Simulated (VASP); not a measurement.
# W (Fm-3m) in VASP: notebook

W is run at these levels: PBE; tasks: single point.

Everything below comes from runs of VASP 6.6.1. Logs are shortened: lines on timing, memory, paths and dates and some standing lists are left out, and cuts for length are marked.

## 1. The cell of the first run

The structure is cubic, space group Fm-3m (No. 225). Conventional cell: a = 4.001 Å, b = 4.001 Å, c = 4.001 Å, α = 90.00°, β = 90.00°, γ = 90.00°. W (site symmetry m-3m) has 12 W at 2.83 Å within 3.7 Å.

## 2. Single point, PBE (strained)

The input, INCAR:

```
SYSTEM = W
PREC     = Accurate       ! precision mode
ENCUT    = 520            ! plane-wave cutoff, eV
EDIFF    = 1E-6           ! SCF threshold, eV
ISMEAR   = 0              ! smearing method
SIGMA    = 0.1            ! smearing width, eV
LREAL    = .FALSE.        ! projectors in reciprocal space
LASPH    = .TRUE.         ! aspherical terms in the spheres
NELM     = 60             ! most SCF steps
ALGO     = Normal         ! electronic algorithm
ISIF     = 2              ! what is computed and relaxed
LWAVE    = .FALSE.        ! write WAVECAR
LCHARG   = .FALSE.        ! write CHGCAR
GGA      = PE             ! functional
NBANDS   = 13             ! bands
```

The input, KPOINTS:

```
Automatic mesh
0
G
  18 18 18
  0 0 0
```

The input, POSCAR:

```
W
1.0
    0.0000000000      2.0003011000      2.0003011000
    2.0003011000      0.0000000000      2.0003011000
    2.0003011000      2.0003011000      0.0000000000
W
1
Direct
    0.0000000000      0.0000000000      0.0000000000
```

Potentials or basis: VASP PAW PBE potentials, release 64 (W_sv).

Run with:

```sh
$ cat potpaw_PBE.64/W_sv/POTCAR > POTCAR
$ mpirun -np 1 vasp_std > vasp.out
```

OUTCAR:

```text
SYSTEM = W
   PREC = Accurate
   ENCUT = 520
   EDIFF = 1E-6
   ISMEAR = 0
   LREAL = .FALSE.
   LASPH = .TRUE.
   NELM = 60
   ISIF = 2
   GGA = PE

 ion  position               nearest neighbor table
   1  0.000  0.000  0.000-

  LATTYP: Found a face centered cubic cell.
 ALAT       =     4.0006022000

  Lattice vectors:

 A1 = (   0.0000000000,   2.0003011000,   2.0003011000)
 A2 = (   2.0003011000,   0.0000000000,   2.0003011000)
 A3 = (   2.0003011000,   2.0003011000,   0.0000000000)

Analysis of symmetry for initial positions (statically):
=====================================================================
 Subroutine PRICEL returns:
 Original cell was already a primitive cell.

 Routine SETGRP: Setting up the symmetry group for a
 face centered cubic supercell.

 Subroutine GETGRP returns: Found 48 space group operations
[... 9 lines left out ...]

 Routine SETGRP: Setting up the symmetry group for a
 face centered cubic supercell.

 Subroutine GETGRP returns: Found 48 space group operations
 (whereof 48 operations were pure point group operations)
 out of a pool of 48 trial point group operations.

The dynamic configuration has the point symmetry O_h .

 Subroutine INISYM returns: Found 48 space group operations
 (whereof 48 operations are pure point group operations),
 and found     1 'primitive' translations

----------------------------------------------------------------------------------------

                                     Primitive cell

  volume of cell :      16.0072

  direct lattice vectors                    reciprocal lattice vectors
     0.000000000  2.000301100  2.000301100    -0.249962368  0.249962368  0.249962368
     2.000301100  0.000000000  2.000301100     0.249962368 -0.249962368  0.249962368
     2.000301100  2.000301100  0.000000000     0.249962368  0.249962368 -0.249962368

  length of vectors
     2.828852944  2.828852944  2.828852944     0.432947522  0.432947522  0.432947522

  position of ions in fractional coordinates (direct lattice)
     0.000000000  0.000000000  0.000000000

  ion indices of the primitive-cell ions
   primitive index   ion index
                 1           1

----------------------------------------------------------------------------------------

 KPOINTS: Automatic mesh

Automatic generation of k-mesh.
 Grid dimensions read from file:
 generate k-points for:   18   18   18

 Generating k-lattice:

  Cartesian coordinates                     Fractional coordinates (reciprocal lattice)
    -0.013886798  0.013886798  0.013886798     0.055555556  0.000000000  0.000000000
     0.013886798 -0.013886798  0.013886798     0.000000000  0.055555556  0.000000000
     0.013886798  0.013886798 -0.013886798     0.000000000  0.000000000  0.055555556

  Length of vectors
     0.024052640  0.024052640  0.024052640

  Shift w.r.t. Gamma in fractional coordinates (k-lattice)
     0.000000000  0.000000000  0.000000000

 Subroutine IBZKPT returns following result:
 ===========================================

 Found    195 irreducible k-points:

 Following reciprocal coordinates:
            Coordinates               Weight
  0.000000  0.000000  0.000000      1.000000
  0.055556  0.000000  0.000000      8.000000
  0.111111  0.000000  0.000000      8.000000
  0.166667  0.000000  0.000000      8.000000
  0.222222  0.000000  0.000000      8.000000
  0.277778  0.000000  0.000000      8.000000
[... 16 lines left out ...]
 -0.277778  0.055556  0.000000     24.000000
 -0.222222  0.055556  0.000000     24.000000
 [... further k-points ...]
   k-points           NKPTS =    195   k-points in BZ     NKDIM =    195   number of bands    NBANDS=     13
   number of dos      NEDOS =    301   number of ions     NIONS =      1
   total plane-waves  NPLWV =  13824
   dimension x,y,z NGX =    24 NGY =   24 NGZ =   24
   dimension x,y,z NGXF=    48 NGYF=   48 NGZF=   48
   ions per type =               1
   NGX,Y,Z   is equivalent  to a cutoff of  14.10, 14.10, 14.10 a.u.
   NGXF,Y,Z  is equivalent  to a cutoff of  28.21, 28.21, 28.21 a.u.
 SYSTEM =  W
   PREC   = accura    normal or accurate (medium, high low for compatibility)
   ISTART =      0    job   : 0-new  1-cont  2-samecut
   ICHARG =      2    charge: 1-file 2-atom 10-const
   ISPIN  =      1    spin polarized calculation?
   LNONCOLLINEAR =      F non collinear calculations
   LSORBIT =      F    spin-orbit coupling
   LASPH  =      T    aspherical Exc in radial PAW
   ENCUT  =  520.0 eV  38.22 Ry    6.18 a.u.   5.26  5.26  5.26*2*pi/ulx,y,z
   NELM   =     60;   NELMIN=  2; NELMDL= -5     # of ELM steps
   EDIFF  = 0.1E-05   stopping-criterion for ELM
   LREAL  =      F    real-space projection
   EDIFFG = 0.1E-04   stopping-criterion for IOM
   NSW    =      0    number of steps for IOM
   IBRION =     -1    ionic relax: 0-MD 1-quasi-New 2-CG
   NFREE  =      0    steps in history (QN), initial steepest desc. (CG)
   ISIF   =      2    stress and relaxation
   ISYM   =      2    0-nonsym 1-usesym 2-fastsym
   POTIM  = 0.5000    time-step for ionic-motion
   TEBEG  =    0.0;   TEEND  =   0.0 temperature during run
   PSTRESS=    0.0 pullay stress
   NELECT =      14.0000    total number of electrons
   NUPDOWN=      -1.0000    fix difference up-down
   EMIN   =  10.00;   EMAX   =-10.00  energy-range for DOS
   EFERMI =   0.00;   METHOD = LEGACY
   ISMEAR =     0;   SIGMA  =   0.10  broadening in eV -4-tet -1-fermi 0-gaus
   EFERMI_NEDOS =   21; number of points for ismear=-14 and -15
   IALGO  =     38    algorithm
   IMIX   =      4    mixing-type and parameters
     AMIX     =   0.40;   BMIX     =  1.00
     AMIX_MAG =   1.60;   BMIX_MAG =  1.00
  volume/ion in A,a.u.               =      16.01       108.02
  Fermi-wavevector in a.u.,A,eV,Ry     =   1.565593  2.958541 33.348977  2.451081
  Thomas-Fermi vector in A             =   2.668046
   LORBIT       =      0    0 simple, 1 ext, 2 COOP (PROOUT), +10 PAW based schemes
   GGA     = PE    functional components
   LHFCALC =     F    Hartree Fock is set to
   AEXX    =    0.0000 exact exchange contribution
   IVDW    =     0    specifies the selected vdW correction
   LEPSILON=     F    determine dielectric tensor
   LRPA    =     F    only Hartree local field effects (RPA)
 non-spin polarized calculation
 Gauss-broadening in eV      SIGMA  =   0.10
  energy-cutoff  :      520.00
  volume of cell :       16.01
 maximum number of plane-waves:       444
 NGX is ok and might be reduce to    24
   NGX = 11   NGY = 11   NGZ = 11

 number of electron      14.0000000 magnetization

 Free energy of the ion-electron system (eV)
  ---------------------------------------------------
  ext. energy  EPLUGINS =         0.00000000
  ---------------------------------------------------
  free energy    TOTEN  =       -12.46249330 eV

  energy without entropy =      -12.45590771  energy(sigma->0) =      -12.45920051

 E-fermi :  10.8244     XC(G=0): -13.5751

 val. band max:       10.8213678219   @ k =  -0.2222   0.0556   0.0000
 cond. band min:      10.8268601772   @ k =   0.3889   0.1111   0.0000
 fundamental gap:      0.0054923553
 Fermi energy:        10.8244350113

 k-point     1 :       0.0000    0.0000    0.0000
  band No.  band energies     occupation
      1     -62.7904      2.00000
      2     -26.3880      2.00000
      3     -26.3880      2.00000
      4     -26.3880      2.00000
      5       1.7126      2.00000
      6      10.2463      2.00000
      7      10.2463      2.00000
      8      10.2463      2.00000
      9      13.4855      0.00000
     10      13.4855      0.00000
     11      23.6512      0.00000
     12      28.9951      0.00000
     13      28.9951      0.00000

 k-point     2 :       0.0556    0.0000    0.0000
  band No.  band energies     occupation
      1     -62.7869      2.00000
      2     -26.4284      2.00000
      3     -26.3931      2.00000
      4     -26.3931      2.00000
      5       1.8529      2.00000
      6      10.1354      2.00000
      7      10.3124      2.00000
      8      10.3124      2.00000
      9      13.4227      0.00000
     10      13.4227      0.00000
     11      23.9357      0.00000
     12      28.3678      0.00000
     13      29.2592      0.00000

 k-point     3 :       0.1111    0.0000    0.0000
  band No.  band energies     occupation
      1     -62.7767      2.00000
      2     -26.5438      2.00000
      3     -26.4078      2.00000
      4     -26.4078      2.00000
      5       2.2580      2.00000
      6       9.8505      2.00000
      7      10.4850      2.00000
      8      10.4850      2.00000
      9      13.2809      0.00000
     10      13.2809      0.00000
     11      24.6974      0.00000
     12      27.1975      0.00000
     13      30.0245      0.00000

 k-point     4 :       0.1667    0.0000    0.0000
  band No.  band energies     occupation
      1     -62.7609      2.00000
      2     -26.7173      2.00000
      3     -26.4302      2.00000
      4     -26.4302      2.00000
      5       2.8774      2.00000
      6       9.5091      2.00000
      7      10.6743      1.96621
      8      10.6743      1.96621
      9      13.1972      0.00000
     10      13.1972      0.00000
     11      25.2448      0.00000
     12      26.5917      0.00000
     13      31.2222      0.00000

 k-point     5 :       0.2222    0.0000    0.0000
  band No.  band energies     occupation
      1     -62.7416      2.00000
      2     -26.9254      2.00000
      3     -26.4575      2.00000
      4     -26.4575      2.00000
      5       3.6138      2.00000
      6       9.2625      2.00000
      7      10.7371      1.78325
      8      10.7371      1.78325
      9      13.3601      0.00000
     10      13.3601      0.00000
     11      24.4348      0.00000
     12      27.5235      0.00000
     13      32.7652      0.00000

 k-point     6 :       0.2778    0.0000    0.0000
  band No.  band energies     occupation
      1     -62.7209      2.00000
      2     -27.1412      2.00000
      3     -26.4864      2.00000
      4     -26.4864      2.00000
      5       4.3098      2.00000
      6       9.2819      2.00000
      7      10.6171      1.99663
      8      10.6171      1.99663
      9      13.8450      0.00000
     10      13.8450      0.00000
     11      23.5110      0.00000
     12      27.9166      0.00000
     13      33.9508      0.00000

 k-point     7 :       0.3333    0.0000    0.0000
  band No.  band energies     occupation
      1     -62.7014      2.00000
      2     -27.3392      2.00000
      3     -26.5134      2.00000
      4     -26.5134      2.00000
      5       4.7926      2.00000
      6       9.7019      2.00000
      7      10.4051      2.00000
      8      10.4051      2.00000
      9      14.5395      0.00000
     10      14.5395      0.00000
     11      22.7386      0.00000
     12      26.7505      0.00000
     13      33.1104      0.00000
[... 193 lines left out ...]
 k-point    20 :      -0.4444    0.0556    0.0000
  band No.  band energies     occupation
      1     -62.6715      2.00000
      2     -27.6065      2.00000
      3     -26.5841      2.00000
      4     -26.5546      2.00000
      5       5.2182      2.00000
      6       9.8549      2.00000
      7      10.1291      2.00000
      8      11.2372      0.00000
      9      15.7742      0.00000
     10      16.3599      0.00000
     11      21.5146      0.00000
     12      23.7633      0.00000
     13      29.6796      0.00000

 k-point    21 :      -0.3889    0.0556    0.0000
  band No.  band energies     occupation
      1     -62.6797      2.00000
      2     -27.5280      2.00000
      3     -26.5787      2.00000
      4     -26.5369      2.00000
      5       5.1792      2.00000
      6       9.9847      2.00000
      7      10.2261      2.00000
      8      10.5975      1.99867
      9      15.1372      0.00000
     10      16.0320      0.00000
     11      22.0550      0.00000
     12      24.6537      0.00000
     13      30.2741      0.00000

 k-point    22 :      -0.3333    0.0556    0.0000
  band No.  band energies     occupation
      1     -62.6937      2.00000
      2     -27.3905      2.00000
      3     -26.5632      2.00000
      4     -26.5122      2.00000
      5       5.0204      2.00000
      6       9.7827      2.00000
      7      10.2287      2.00000
      8      10.4088      2.00000
      9      14.3389      0.00000
     10      15.4031      0.00000
     11      22.7185      0.00000
     12      26.1863      0.00000
     13      31.4387      0.00000

 k-point    23 :      -0.2778    0.0556    0.0000
  band No.  band energies     occupation
      1     -62.7120      2.00000
      2     -27.2084      2.00000
      3     -26.5391      2.00000
      4     -26.4834      2.00000
      5       4.6232      2.00000
      6       9.2571      2.00000
      7      10.4652      2.00000
      8      10.6382      1.99157
      9      13.5594      0.00000
     10      14.6781      0.00000
     11      23.4756      0.00000
     12      27.7126      0.00000
     13      32.5811      0.00000

 k-point    24 :      -0.2222    0.0556    0.0000
  band No.  band energies     occupation
      1     -62.7323      2.00000
      2     -27.0016      2.00000
      3     -26.5093      2.00000
      4     -26.4538      2.00000
      5       3.9756      2.00000
      6       9.1266      2.00000
      7      10.6688      1.97226
      8      10.8214      1.03460
      9      12.9733      0.00000
     10      14.0438      0.00000
     11      24.3597      0.00000
     12      27.9087      0.00000
     13      32.2003      0.00000

 [... further k-points ...]
[... 5 lines left out ...]
  --------------------------------------------------------------------------------------
  -------------------------------------------------------------------------------------
  Total        0.8760573      0.8760573      0.8760573     -0.0000000     -0.0000000     -0.0000000
  in kB       87.6853334     87.6853334     87.6853334     -0.0000000     -0.0000000     -0.0000000
  external PRESSURE =      87.6853334 kB  Pullay stress =       0.0000000 kB

 VOLUME and BASIS-vectors are now :
 -----------------------------------------------------------------------------
  energy-cutoff  :      520.00
  volume of cell :       16.01
      direct lattice vectors                 reciprocal lattice vectors
     0.000000000  2.000301100  2.000301100    -0.249962368  0.249962368  0.249962368
     2.000301100  0.000000000  2.000301100     0.249962368 -0.249962368  0.249962368
     2.000301100  2.000301100  0.000000000     0.249962368  0.249962368 -0.249962368

 POSITION                                       TOTAL-FORCE (eV/Angst)
 -----------------------------------------------------------------------------------
      0.00000      0.00000      0.00000         0.000000      0.000000      0.000000
 -----------------------------------------------------------------------------------
    total drift:                                0.000000      0.000000      0.000000

  FREE ENERGIE OF THE ION-ELECTRON SYSTEM (eV)
  ---------------------------------------------------
  free  energy   TOTEN  =       -12.4624933043 eV

  energy  without entropy=      -12.4559077107  energy(sigma->0) =      -12.45920051
```

It took 26 s on 1 thread of Intel Xeon Platinum 8375C at 2.90GHz (Ice Lake), shared host; peak memory 0.17 GiB.

What came out:

| Item | Value |
| --- | --- |
| Free energy | -12.4625 eV |
| Pressure | 8.8 GPa |
| Band gap on the k mesh | zero (band 7 reaches 14.03 eV, above the bottom of band 8 at 10.25 eV) |

Caveat: the cell differs from its parent crystal (strained); spin-orbit coupling is left out, which moves the levels of the heavy elements.

## 3. Single point, PBE (strained)

The input, INCAR:

```
SYSTEM = W
ALGO     = Normal         ! electronic algorithm
EDIFF    = 1E-7           ! SCF threshold, eV
ENCUT    = 520            ! plane-wave cutoff, eV
GGA      = PE             ! functional
ISIF     = 2              ! what is computed and relaxed
ISMEAR   = 0              ! smearing method
LASPH    = .True.         ! aspherical terms in the spheres
LCHARG   = .False.        ! write CHGCAR
LREAL    = .False.        ! projectors in reciprocal space
LWAVE    = .False.        ! write WAVECAR
NBANDS   = 13             ! bands
NELM     = 60             ! most SCF steps
PREC     = Accurate       ! precision mode
SIGMA    = 0.1            ! smearing width, eV
```

The input, KPOINTS:

```
k-points
0
Gamma
  18 18 18
  0 0 0
```

The input, POSCAR:

```
W
1.0
    0.0000000000      2.0545427000      2.0545427000
    2.0545427000      0.0000000000      2.0545427000
    2.0545427000      2.0545427000      0.0000000000
W
1
Direct
    0.0000000000      0.0000000000      0.0000000000
```

Potentials or basis: VASP PAW PBE potentials, release 64 (W_sv).

Run with:

```sh
$ cat potpaw_PBE.64/W_sv/POTCAR > POTCAR
$ mpirun -np 1 vasp_std > vasp.out
```

Wall time 32 s (1 thread of Intel Xeon Platinum 8375C at 2.90GHz (Ice Lake), shared host); peak memory 0.17 GiB.

It converged, with:

* Free energy: -12.4382 eV
* Pressure: -13.3 GPa
* Band gap on the k mesh: zero (band 7 reaches 12.51 eV, above the bottom of band 8 at 9.25 eV)

Levels at points of the mesh, in eV from the Fermi level:
```tsv
k point	band 5	band 6	band 7	band 8	band 9	band 10
(0.00, 0.00, 0.00)	-8.70	-0.50	-0.50	-0.50	2.39	2.39
(0.50, 0.00, 0.00)	-5.31	-0.70	-0.70	0.48	4.66	4.66
(0.50, 0.50, 0.00)	-5.11	-4.19	2.76	4.63	5.33	5.33
```

Caveat: the cell differs from its parent crystal (strained); spin-orbit coupling is left out, which moves the levels of the heavy elements.

## 4. Single point, PBE

This run uses another cell than the first one, of 16.45 Å³/atom, 1.028 times its volume.

The input, INCAR:

```
PREC     = Accurate       # precision mode
ENCUT    = 520            # plane-wave cutoff, eV
EDIFF    = 1E-6           # SCF threshold, eV
ISMEAR   = 0              # smearing method
SIGMA    = 0.1            # smearing width, eV
LREAL    = False          # projectors in reciprocal space
LASPH    = True           # aspherical terms in the spheres
NELM     = 80             # most SCF steps
ALGO     = Fast           # electronic algorithm
ISIF     = 2              # what is computed and relaxed
LWAVE    = False          # write WAVECAR
LCHARG   = False          # write CHGCAR
GGA      = PE             # functional
ISYM     = 0            
NBANDS   = 13             # bands
```

The input, KPOINTS:

```
regular mesh
0
Gamma
  12 9 24
```

The input, POSCAR:

```
W
1.0
    2.8545944811      0.0000000000      0.0000000000
    0.0000000000      4.0370062302      0.0000000000
    1.4272972405      2.0185031151      1.4272972405
W
1
Direct
    0.0000000000      0.0000000000      0.0000000000
```

Run with:

```sh
$ cat potpaw_PBE.64/W_sv/POTCAR > POTCAR
$ mpirun -np 1 vasp_std > vasp.out
```

Run time: 2.7 min. Hardware: 1 thread of Intel Xeon 6975P-C (Granite Rapids), shared host; peak memory 0.37 GiB.

The run converged. Its results:

```
Free energy            : -12.4753 eV
Pressure               : 0.4 GPa
Band gap on the k mesh : zero (band 7 reaches 13.49 eV, above the bottom of band 8 at 9.91 eV)
```

Levels at points of the mesh, in eV from the Fermi level:
| k point | band 5 | band 6 | band 7 | band 8 | band 9 | band 10 |
| --- | --- | --- | --- | --- | --- | --- |
| (0.00, 0.00, 0.00) | -8.97 | -0.55 | -0.55 | -0.54 | 2.57 | 2.57 |
| (0.50, 0.00, 0.00) | -5.46 | -4.49 | 3.04 | 5.00 | 5.76 | 5.76 |
| (0.00, 0.00, 0.50) | -5.46 | -4.50 | 3.04 | 5.00 | 5.76 | 5.77 |
| (0.50, 0.00, 0.50) | -5.46 | -4.49 | 3.04 | 5.00 | 5.76 | 5.76 |

Caveat: spin-orbit coupling is left out, which moves the levels of the heavy elements.

## 5. Summary

```tsv
cell	k mesh	gap on the mesh (eV)	pressure (GPa)
a = 2.829 Å, angles 60.0°, 1 atom	18 × 18 × 18	none	8.8
a = 2.906 Å, angles 60.0°, 1 atom	18 × 18 × 18	none	-13.3
a = 2.855, b = 4.037 Å, angles 45.0, 60.0, 90.0°, 1 atom	12 × 9 × 24	none	0.4
```

Alike in all rows: task single point; level PBE; potentials or basis VASP PAW PBE potentials, release 64 (W_sv); no spin polarisation; cutoff (eV) 520; smearing gaussian 0.1 eV.

Caveats: spin-orbit coupling is left out, which moves the levels of the heavy elements.

Absolute energies hang on the potentials; compare differences alone.
